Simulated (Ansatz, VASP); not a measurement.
## NbAs in VASP and in Ansatz

```
Nb As
1.0
     2.97351    0.00000    0.00000
    -1.48675    2.57513    0.00000
     0.00000    0.00000    5.13330
Nb As
1 1
Cartesian
  0.0000 0.0000 4.3075
  0.0000 0.0000 1.7410
```

Alike in both runs: functional PBE; k mesh 7 × 7 × 4; occupations gaussian, width 0.2 eV; no spin polarisation.

Ansatz relaxed the structure, and its values are those at the end. VASP's run is a single point on that final structure, the one shown.

|  | VASP | Ansatz |
| --- | --- | --- |
| version | VASP 6.6.1 | Ansatz 0.2.0 |
| potentials or method | VASP PAW PBE potentials, release 64 (Nb_sv, As), cutoff 500 eV | scalar-relativistic, plane waves, PAW |
| valence electrons in the cell | 18 | 28 |

VASP gave:

* gap on the k mesh at the Fermi level (eV): none
* pressure (GPa): -0.4

What did Ansatz give for the same quantities?

gap on the k mesh at the Fermi level (eV): none; pressure (GPa): -0.3.

A gap of «none» marks a metal or a gap that the smearing closes. VASP's potentials hold 18 valence electrons a cell and Ansatz's 28, so a difference there can come from the potentials and not from the codes.
